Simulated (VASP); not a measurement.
# Nd (P6_3/mmc) in VASP: notebook

Runs on Nd. Level: PBE. Tasks: single point, relaxation of cell and atoms.

Everything below comes from runs of VASP 6.6.1. Logs are shortened: lines on timing, memory, paths and dates and some standing lists are left out, and cuts for length are marked.

## (1) The cell of the first run

Symmetry: P6_3/mmc, No. 194, hexagonal system. Conventional cell: a = 3.669 Å, b = 3.669 Å, c = 5.906 Å, α = 90.00°, β = 90.00°, γ = 120.00°. Nd (site symmetry -6m2) has 12 Nd at 3.63 to 3.67 Å within 4.8 Å.

## (2) Single point, PBE, collinear spin, ferromagnetic start

INCAR reads:

```
PREC = Accurate ; ENCUT = 520
EDIFF = 1E-6 ; ISMEAR = 0
SIGMA = 0.05 ; LREAL = F
LASPH = T ; NELM = 150
ALGO = Normal ; ISIF = 2
LWAVE = F ; LCHARG = F
ISPIN = 2 ; MAGMOM = 3 3
LORBIT = 11 ; LMAXMIX = 6
GGA = PE ; NBANDS = 25
```

KPOINTS reads:

```
regular mesh
0
Gamma
  6 6 4
```

POSCAR reads:

```
Nd
1.0
    3.6689622399      0.0000000000      0.0000000000
   -1.8344811199      3.1774145052      0.0000000000
    0.0000000000      0.0000000000      5.9064298441
Nd
2
Direct
    0.3333333333      0.6666666667      0.7500000000
    0.6666666667      0.3333333333      0.2500000000
```

Potentials or basis: VASP PAW PBE potentials, release 64 (Nd).

Command:

```
$ cat potpaw_PBE.64/Nd/POTCAR > POTCAR
$ mpirun -np 1 vasp_std > vasp.out
```

OUTCAR:

```text
PREC = Accurate
   ENCUT = 520
   EDIFF = 1E-6
   ISMEAR = 0
   LREAL = F
   LASPH = T
   NELM = 150
   ISIF = 2
   ISPIN = 2
   LORBIT = 11
   GGA = PE

 ion  position               nearest neighbor table
   1  0.333  0.667  0.750-
   2  0.667  0.333  0.250-

  LATTYP: Found a hexagonal cell.
 ALAT       =     3.6689622399
 C/A-ratio  =     1.6098366399

  Lattice vectors:

 A1 = (   3.6689622399,   0.0000000000,   0.0000000000)
 A2 = (  -1.8344811199,   3.1774145052,   0.0000000000)
 A3 = (   0.0000000000,   0.0000000000,   5.9064298441)

Analysis of symmetry for initial positions (statically):
=====================================================================
 Subroutine PRICEL returns:
 Original cell was already a primitive cell.

 Routine SETGRP: Setting up the symmetry group for a
 hexagonal supercell.

 Subroutine GETGRP returns: Found 24 space group operations
 (whereof 12 operations were pure point group operations)
 out of a pool of 24 trial point group operations.

The static configuration has the point symmetry D_3d.
 The point group associated with its full space group is D_6h.

Analysis of symmetry for dynamics (positions and initial velocities):
=====================================================================
 Subroutine PRICEL returns:
 Original cell was already a primitive cell.

 Routine SETGRP: Setting up the symmetry group for a
 hexagonal supercell.

 Subroutine GETGRP returns: Found 24 space group operations
 (whereof 12 operations were pure point group operations)
 out of a pool of 24 trial point group operations.

The dynamic configuration has the point symmetry D_3d.
 The point group associated with its full space group is D_6h.

Analysis of structural, dynamic, and magnetic symmetry:
=====================================================================
 Subroutine PRICEL returns:
 Original cell was already a primitive cell.

 Routine SETGRP: Setting up the symmetry group for a
 hexagonal supercell.

 Subroutine GETGRP returns: Found 24 space group operations
 (whereof 12 operations were pure point group operations)
 out of a pool of 24 trial point group operations.

The overall configuration has the point symmetry D_3d.
 The point group associated with its full space group is D_6h.

 Subroutine INISYM returns: Found 24 space group operations
 (whereof 12 operations are pure point group operations),
 and found     1 'primitive' translations

----------------------------------------------------------------------------------------

                                     Primitive cell

  volume of cell :      68.8561

  direct lattice vectors                    reciprocal lattice vectors
     3.668962240  0.000000000  0.000000000     0.272556634  0.157360646  0.000000000
    -1.834481120  3.177414505  0.000000000     0.000000000  0.314721293  0.000000000
     0.000000000  0.000000000  5.906429844     0.000000000  0.000000000  0.169307014

  length of vectors
     3.668962240  3.668962240  5.906429844     0.314721293  0.314721293  0.169307014

  position of ions in fractional coordinates (direct lattice)
     0.333333333  0.666666667  0.750000000
     0.666666667  0.333333333  0.250000000

  ion indices of the primitive-cell ions
   primitive index   ion index
                 1           1
                 2           2

----------------------------------------------------------------------------------------

 KPOINTS: regular mesh

Automatic generation of k-mesh.
 Grid dimensions read from file:
 generate k-points for:    6    6    4

 Generating k-lattice:

  Cartesian coordinates                     Fractional coordinates (reciprocal lattice)
     0.045426106  0.026226774  0.000000000     0.166666667  0.000000000  0.000000000
     0.000000000  0.052453549  0.000000000     0.000000000  0.166666667  0.000000000
     0.000000000  0.000000000  0.042326753     0.000000000  0.000000000  0.250000000

  Length of vectors
     0.052453549  0.052453549  0.042326753

  Shift w.r.t. Gamma in fractional coordinates (k-lattice)
     0.000000000  0.000000000  0.000000000

 Subroutine IBZKPT returns following result:
 ===========================================

 Found     21 irreducible k-points:

 Following reciprocal coordinates:
            Coordinates               Weight
  0.000000  0.000000  0.000000      1.000000
  0.166667  0.000000  0.000000      6.000000
  0.333333 -0.000000  0.000000      6.000000
  0.500000 -0.000000  0.000000      3.000000
  0.166667  0.166667  0.000000      6.000000
  0.333333  0.166667  0.000000     12.000000
[... 13 lines left out ...]
  0.333333  0.166667  0.500000     12.000000
  0.333333  0.333333  0.500000      2.000000
   k-points           NKPTS =     21   k-points in BZ     NKDIM =     21   number of bands    NBANDS=     25
   number of dos      NEDOS =    301   number of ions     NIONS =      2
   total plane-waves  NPLWV =  37632
   dimension x,y,z NGX =    28 NGY =   28 NGZ =   48
   dimension x,y,z NGXF=    56 NGYF=   56 NGZF=   96
   ions per type =               2
   NGX,Y,Z   is equivalent  to a cutoff of  12.69, 12.69, 13.51 a.u.
   NGXF,Y,Z  is equivalent  to a cutoff of  25.37, 25.37, 27.02 a.u.
 SYSTEM =  unknown system
   PREC   = accura    normal or accurate (medium, high low for compatibility)
   ISTART =      0    job   : 0-new  1-cont  2-samecut
   ICHARG =      2    charge: 1-file 2-atom 10-const
   ISPIN  =      2    spin polarized calculation?
   LNONCOLLINEAR =      F non collinear calculations
   LSORBIT =      F    spin-orbit coupling
   LASPH  =      T    aspherical Exc in radial PAW
   ENCUT  =  520.0 eV  38.22 Ry    6.18 a.u.   6.82  6.82 10.98*2*pi/ulx,y,z
   NELM   =    150;   NELMIN=  2; NELMDL= -5     # of ELM steps
   EDIFF  = 0.1E-05   stopping-criterion for ELM
   LREAL  =      F    real-space projection
   EDIFFG = 0.1E-04   stopping-criterion for IOM
   NSW    =      0    number of steps for IOM
   IBRION =     -1    ionic relax: 0-MD 1-quasi-New 2-CG
   NFREE  =      0    steps in history (QN), initial steepest desc. (CG)
   ISIF   =      2    stress and relaxation
   ISYM   =      2    0-nonsym 1-usesym 2-fastsym
   POTIM  = 0.5000    time-step for ionic-motion
   TEBEG  =    0.0;   TEEND  =   0.0 temperature during run
   PSTRESS=    0.0 pullay stress
   NELECT =      28.0000    total number of electrons
   NUPDOWN=      -1.0000    fix difference up-down
   EMIN   =  10.00;   EMAX   =-10.00  energy-range for DOS
   EFERMI =   0.00;   METHOD = LEGACY
   ISMEAR =     0;   SIGMA  =   0.05  broadening in eV -4-tet -1-fermi 0-gaus
   EFERMI_NEDOS =   21; number of points for ismear=-14 and -15
   IALGO  =     38    algorithm
   IMIX   =      4    mixing-type and parameters
     AMIX     =   0.40;   BMIX     =  1.00
     AMIX_MAG =   1.60;   BMIX_MAG =  1.00
  volume/ion in A,a.u.               =      34.43       232.33
  Fermi-wavevector in a.u.,A,eV,Ry     =   1.212868  2.291988 20.014826  1.471048
  Thomas-Fermi vector in A             =   2.348338
   LORBIT       =     11    0 simple, 1 ext, 2 COOP (PROOUT), +10 PAW based schemes
   GGA     = PE    functional components
   LHFCALC =     F    Hartree Fock is set to
   AEXX    =    0.0000 exact exchange contribution
   IVDW    =     0    specifies the selected vdW correction
   LEPSILON=     F    determine dielectric tensor
   LRPA    =     F    only Hartree local field effects (RPA)
 spin polarized calculation
 Gauss-broadening in eV      SIGMA  =   0.05
  energy-cutoff  :      520.00
  volume of cell :       68.86
 maximum number of plane-waves:      1874
 NGX is ok and might be reduce to    28
   NGX = 13   NGY = 13   NGZ = 21

 number of electron      28.0000007 magnetization       8.2210844

 Free energy of the ion-electron system (eV)
  ---------------------------------------------------
  ext. energy  EPLUGINS =         0.00000000
  ---------------------------------------------------
  free energy    TOTEN  =       -12.97291206 eV

  energy without entropy =      -12.96207301  energy(sigma->0) =      -12.96749253

 E-fermi :   4.6300     XC(G=0):  -9.8520

 val. band max:        4.6238110384   @ k =   0.1667   0.0000   0.0000
 cond. band min:       4.6347796176   @ k =   0.1667   0.1667   0.0000
 fundamental gap:      0.0109685792
 Fermi energy:         4.6299757969

 spin component 1

 k-point     1 :       0.0000    0.0000    0.0000
  band No.  band energies     occupation
      1     -32.7318      1.00000
      2     -32.5850      1.00000
      3     -14.5516      1.00000
      4     -13.5580      1.00000
      5     -13.5579      1.00000
      6     -13.3967      1.00000
[... 17 lines left out ...]
     24       5.2402      0.00000
     25       6.2692      0.00000
[... 536 lines left out ...]
      2     -32.5610      1.00000
      3     -14.3253      1.00000
      4     -14.3253      1.00000
      5     -14.0718      1.00000
      6     -14.0718      1.00000
[... 17 lines left out ...]
     24       5.1917      0.00000
     25       5.1921      0.00000
 Fermi energy:         4.6299757969

 spin component 2

 k-point     1 :       0.0000    0.0000    0.0000
  band No.  band energies     occupation
      1     -31.0917      1.00000
      2     -30.9331      1.00000
      3     -13.2523      1.00000
      4     -12.2665      1.00000
      5     -12.2665      1.00000
      6     -12.0991      1.00000
[... 17 lines left out ...]
     24       7.5831      0.00000
     25       7.6797      0.00000
[... 537 lines left out ...]
      3     -13.0493      1.00000
      4     -13.0493      1.00000
      5     -12.8275      1.00000
      6     -12.8275      1.00000
[... 17 lines left out ...]
     24       7.1380      0.00000
     25       7.1560      0.00000

------------------------ aborting loop because EDIFF is reached ----------------------------------------

  FORCE on cell =-STRESS in cart. coord.  units (eV):
  Direction    XX          YY          ZZ          XY          YZ          ZX
  --------------------------------------------------------------------------------------
  -------------------------------------------------------------------------------------
  Total        0.0024394      0.0024394     -0.3416727      0.0000000      0.0000000      0.0000000
  in kB        0.0567611      0.0567611     -7.9502121      0.0000000      0.0000000      0.0000000
  external PRESSURE =      -2.6122300 kB  Pullay stress =       0.0000000 kB

 VOLUME and BASIS-vectors are now :
 -----------------------------------------------------------------------------
  energy-cutoff  :      520.00
  volume of cell :       68.86
      direct lattice vectors                 reciprocal lattice vectors
     3.668962240  0.000000000  0.000000000     0.272556634  0.157360646  0.000000000
    -1.834481120  3.177414505  0.000000000     0.000000000  0.314721293  0.000000000
     0.000000000  0.000000000  5.906429844     0.000000000  0.000000000  0.169307014

 POSITION                                       TOTAL-FORCE (eV/Angst)
 -----------------------------------------------------------------------------------
     -0.00000      2.11828      4.42982        -0.000000      0.000000      0.000000
      1.83448      1.05914      1.47661         0.000000     -0.000000      0.000000
 -----------------------------------------------------------------------------------
    total drift:                               -0.000000      0.000000     -0.000000

  FREE ENERGIE OF THE ION-ELECTRON SYSTEM (eV)
  ---------------------------------------------------
  free  energy   TOTEN  =       -12.9729120592 eV

  energy  without entropy=      -12.9620730102  energy(sigma->0) =      -12.96749253

 total charge

# of ion       s       p       d       f       tot
--------------------------------------------------
    1        2.025   5.365   0.555   3.267  11.212
    2        2.025   5.365   0.555   3.267  11.212
--------------------------------------------------
tot          4.050  10.730   1.110   6.535  22.425

 magnetization (x)

# of ion       s       p       d       f       tot
--------------------------------------------------
    1       -0.003  -0.094   0.213   3.244   3.360
    2       -0.003  -0.094   0.213   3.244   3.360
--------------------------------------------------
tot         -0.006  -0.187   0.426   6.487   6.720
```

Wall time 1.9 min (1 thread of AMD EPYC 9R45 (Zen 5), shared host); peak memory 0.22 GiB.

Results:

```yaml
Free_energy: -12.9729 eV
Pressure: -0.3 GPa
Net_moment: 8.22 μB per cell
Site_moments: Nd +3.36 μB
Valence_electrons_inside_the_program's_atomic_spheres: Nd 11.21
```

Stress tensor (GPa, compression positive):
```
 0.01  0.00  0.00
 0.00  0.01  0.00
 0.00  0.00 -0.80
```

Caveat: the magnetic or orbital state may not be the lowest; spin-orbit coupling is left out, which moves the levels of the heavy elements; semilocal functionals describe open f shells poorly, which spoils levels, moments and volumes.

## (3) Relaxation of cell and atoms, PBE, collinear spin, ferromagnetic start

This run uses another cell than the first one, of 34.19 Å³/atom.

INCAR reads:

```
SYSTEM = Nd
ALGO = Normal
EDIFF = 1E-7
EDIFFG = -0.03
ENCUT = 600
GGA = PE
IBRION = 2
ISIF = 3
ISMEAR = 0
ISPIN = 2
LASPH = .TRUE.
LCHARG = .FALSE.
LMAXMIX = 6
LORBIT = 11
LREAL = .FALSE.
LWAVE = .FALSE.
MAGMOM = 3 3
NELM = 150
NSW = 80
PREC = Accurate
SIGMA = 0.05
```

KPOINTS reads:

```
k-points
0
G
  6 6 4
  0 0 0
```

POSCAR reads:

```
Nd
1.0
    3.6428680106      0.0000000000      0.0000000000
   -1.8214340053      3.1548162398      0.0000000000
    0.0000000000      0.0000000000      5.9500177507
Nd
2
Direct
    0.3333333333      0.6666666667      0.7500000000
    0.6666666667      0.3333333333      0.2500000000
```

Potentials or basis: VASP PAW PBE potentials, release 64 (Nd).

Command:

```
$ cat potpaw_PBE.64/Nd/POTCAR > POTCAR
$ mpirun -np 1 vasp_std > vasp.out
```

OUTCAR:

```text
SYSTEM = Nd
   EDIFF = 1E-7
   EDIFFG = -0.03
   ENCUT = 600
   GGA = PE
   IBRION = 2
   ISIF = 3
   ISMEAR = 0
   ISPIN = 2
   LASPH = .TRUE.
   LORBIT = 11
   LREAL = .FALSE.
   NELM = 150
   NSW = 80
   PREC = Accurate

 ion  position               nearest neighbor table
   1  0.333  0.667  0.750-
   2  0.667  0.333  0.250-

  LATTYP: Found a hexagonal cell.
 ALAT       =     3.6428680106
 C/A-ratio  =     1.6333333333

  Lattice vectors:

 A1 = (   3.6428680106,   0.0000000000,   0.0000000000)
 A2 = (  -1.8214340053,   3.1548162398,   0.0000000000)
 A3 = (   0.0000000000,   0.0000000000,   5.9500177507)

Analysis of symmetry for initial positions (statically):
=====================================================================
 Subroutine PRICEL returns:
 Original cell was already a primitive cell.

 Routine SETGRP: Setting up the symmetry group for a
 hexagonal supercell.

 Subroutine GETGRP returns: Found 24 space group operations
[... 187 lines left out ...]
  -------------------------------------------------------------------------------------
  Total        0.1279357      0.1279357      0.1705587      0.0000000      0.0000000      0.0000000
  in kB        2.9975504      2.9975504      3.9962137      0.0000000      0.0000000      0.0000000
  external PRESSURE =       3.3304382 kB  Pullay stress =       0.0000000 kB
[... 59 lines left out ...]
--------------------------------------- Ionic step        3  -------------------------------------------

 number of electron      28.0000001 magnetization       8.1418423

 Free energy of the ion-electron system (eV)
  ---------------------------------------------------
  ext. energy  EPLUGINS =         0.00000000
  ---------------------------------------------------
  free energy    TOTEN  =       -12.71994327 eV

  energy without entropy =      -12.69084180  energy(sigma->0) =      -12.70539254

 E-fermi :   4.5784     XC(G=0):  -9.8168

 val. band max:        4.5743094157   @ k =   0.3333   0.1667   0.0000
 cond. band min:       4.5800778956   @ k =   0.3333   0.0000   0.2500
 fundamental gap:      0.0057684799
 Fermi energy:         4.5783721431

 spin component 1

 k-point     1 :       0.0000    0.0000    0.0000
  band No.  band energies     occupation
      1     -32.7815      1.00000
      2     -32.6484      1.00000
      3     -14.5671      1.00000
      4     -13.5960      1.00000
      5     -13.5959      1.00000
      6     -13.4509      1.00000
[... 493 lines left out ...]
     20       4.5962      0.30674
     21       5.0098      0.00000
 Fermi energy:         4.5783721431

 spin component 2

 k-point     1 :       0.0000    0.0000    0.0000
  band No.  band energies     occupation
      1     -31.1336      1.00000
      2     -30.9885      1.00000
      3     -13.2981      1.00000
      4     -12.2944      1.00000
      5     -12.2944      1.00000
      6     -12.1426      1.00000
[... 522 lines left out ...]
  FREE ENERGIE OF THE ION-ELECTRON SYSTEM (eV)
  ---------------------------------------------------
  free  energy   TOTEN  =       -12.7199432744 eV

  energy  without entropy=      -12.6908418021  energy(sigma->0) =      -12.70539254

 reached required accuracy - stopping structural energy minimisation

 total charge

# of ion       s       p       d       f       tot
--------------------------------------------------
    1        2.026   5.365   0.540   3.280  11.211
    2        2.026   5.365   0.540   3.280  11.211
--------------------------------------------------
tot          4.052  10.729   1.079   6.561  22.422

 magnetization (x)

# of ion       s       p       d       f       tot
--------------------------------------------------
    1       -0.003  -0.092   0.196   3.257   3.358
    2       -0.003  -0.092   0.196   3.257   3.358
--------------------------------------------------
tot         -0.006  -0.183   0.392   6.514   6.716
```

OSZICAR:

```text
N       E                     dE             d eps       ncg     rms          rms(c)
DAV:   1     0.348280154686E+03    0.34828E+03   -0.10778E+04  1900   0.373E+03
DAV:   2     0.479912925447E+02   -0.30029E+03   -0.29377E+03  2491   0.458E+02
DAV:   3    -0.513624557694E+01   -0.53128E+02   -0.51275E+02  3240   0.267E+02
[... 161 lines left out ...]
DAV:  19    -0.127199404074E+02   -0.38682E-06   -0.50099E-06  2329   0.109E-02    0.103E-02
DAV:  20    -0.127199416222E+02   -0.12148E-05   -0.32240E-06  2229   0.134E-02    0.834E-03
DAV:  21    -0.127199427337E+02   -0.11116E-05   -0.25230E-06  2506   0.142E-02    0.506E-03
DAV:  22    -0.127199431383E+02   -0.40459E-06   -0.10929E-06  1850   0.118E-02    0.268E-03
DAV:  23    -0.127199432554E+02   -0.11703E-06   -0.58583E-07  1466   0.623E-03    0.172E-03
DAV:  24    -0.127199432744E+02   -0.19023E-07   -0.43488E-07  1447   0.956E-03
   3 F= -.12719943E+02 E0= -.12705393E+02  d E =-.127825E-02  mag=     8.1420
```

CONTCAR:

```text
Nd
   1.00000000000000
     3.6596543725578994    0.0000000000000000    0.0000000000000000
    -1.8298271862789497    3.1693536556924782   -0.0000000000000000
     0.0000000000000000    0.0000000000000000    5.9865699589994747
  Nd
     2
Direct
     0.3333333332999970    0.6666666667000030    0.7500000000000000
     0.6666666667000030    0.3333333332999970    0.2500000000000000

  0.00000000E+00  0.00000000E+00  0.00000000E+00
  0.00000000E+00  0.00000000E+00  0.00000000E+00
```

It took 9.4 min on 1 thread of AMD EPYC 9R45 (Zen 5), shared host; peak memory 0.24 GiB.

Results:

```yaml
Free_energy: -12.7199 eV
Relaxed_volume: 34.72 Å³/atom
Relaxed_cell: a = 3.660 Å, b = 3.660 Å, c = 5.987 Å, α = 90.00°, β = 90.00°, γ = 120.00°
Space_group_after_relaxing_to_0.1_Å: P6_3/mmc (No. 194)
Energy_gained_by_relaxing: 0.6 meV/atom
Ionic_steps: 3
Pressure_after_relaxing: 0.1 GPa
Net_moment: 8.14 μB per cell
Site_moments: Nd +3.36 μB
Valence_electrons_inside_the_program's_atomic_spheres: Nd 11.21
```

Stress tensor (GPa, compression positive):
```
0.02 0.00 0.00
0.00 0.02 0.00
0.00 0.00 0.10
```

The path:
```
step  energy change (eV)  largest force (eV/Å)  pressure (GPa)  volume (Å³)
   1              0.0000                0.0000            0.33        68.38
   2             -0.0010                0.0000            0.12        69.09
   3             -0.0013                0.0000            0.05        69.44
```

Final structure:
```
CELL_PARAMETERS angstrom
3.65965 0.00000 0.00000
-1.82983 3.16935 0.00000
0.00000 0.00000 5.98657
ATOMIC_POSITIONS crystal
Nd 0.33333 0.66667 0.75000
Nd 0.66667 0.33333 0.25000
```

Caveat: the magnetic or orbital state may not be the lowest; the highest band is partly filled, so the run has too few bands; spin-orbit coupling is left out, which moves the levels of the heavy elements; semilocal functionals describe open f shells poorly, which spoils levels, moments and volumes. The state reached can hang on the start; a lower one may exist.
